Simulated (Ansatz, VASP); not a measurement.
## NiMoIrPdW: VASP beside Ansatz

```
Ni Mo Pd Ir W
1.0
     4.14670    0.00000    0.00000
    -2.07335    3.59115    0.00000
     0.00000    0.00000    5.41629
Ni Mo Pd Ir W
1 1 1 1 1
Direct
  0.00000 0.00000 0.02221
  0.66667 0.33333 0.45996
  0.33333 0.66667 0.74601
  0.33333 0.66667 0.25641
  0.66667 0.33333 0.99985
```

Alike in both runs: functional RPBE; k mesh 5 × 5 × 4; occupations fermi-dirac, width 0.05 eV; collinear spin.

|  | VASP | Ansatz |
| --- | --- | --- |
| version | VASP 6.6.1 | Ansatz 0.2.0 |
| potentials or method | VASP PAW PBE potentials, release 64 (Ni, Mo_sv, Pd, Ir, W_sv), cutoff 520 eV | all-electron LAPW, scalar-relativistic |
| task | single point | band structure |

Ansatz gave:

| Item | Value |
| --- | --- |
| gap on the k mesh at the Fermi level (eV) | none |
| pressure (GPa) | 3.7 |
| traceless stress, the component that is largest in VASP (GPa) | 0.23 |
| rms of the force components (eV/Å) | 0.047 |
| net moment per atom (μB) | 0.00 |

Task: Estimate VASP's values.

Result: gap on the k mesh at the Fermi level (eV): none; pressure (GPa): 4.0; traceless stress, the component that is largest in VASP (GPa): 0.20; rms of the force components (eV/Å): 0.043; net moment per atom (μB): 0.00.

VASP's potentials were made for PBE, not for RPBE. Atom by atom the forces differ by 0.012 eV/Å (rms over components). A gap of «none» marks a metal or a gap that the smearing closes. Ansatz ran all-electron here, and VASP with PAW potentials.

Neither program's run includes spin-orbit coupling. Noted on Ansatz's run: the k mesh is thin for a metal, which can move the energy by tens of meV per atom.
